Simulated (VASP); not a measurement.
Crystal: MgB2.

```
Mg B
1.0
     3.06429    0.00000    0.00000
    -1.53215    2.65376    0.00000
     0.00000    0.00000    3.49935
Mg B
1 2
Cartesian
  0.0000 0.0000 0.0000
  1.5321 0.8846 1.7497
  0.0000 1.7692 1.7497
```

This cell differs from its parent crystal: volume scaled by 0.98.

Base run:

```yaml
Program: VASP 6.6.1
Functional: PBEsol
Potentials_or_basis: VASP PAW PBE potentials, release 64 (Mg, B)
Cutoff: 520 eV
k_mesh: 10 × 10 × 8
Occupations: fermi-dirac, width 0.05 eV
Spin: no spin polarisation
```

Its results: band gap on the k mesh zero (band 4 reaches 6.48 eV, above the bottom of band 5 at 3.97 eV); pressure 0.0 GPa.

**Question.** The run is repeated on the same cell with these changes: functional from PBEsol to PBE. What comes out?

**Answer.** Band gap on the k mesh zero (band 4 reaches 6.54 eV, above the bottom of band 5 at 4.05 eV); pressure 2.0 GPa.

PBE binds less tightly than PBEsol, so the same cell stands under more pressure.

Caveats: the PAW data sets were made with another functional, which shifts forces and pressure a little (some runs).
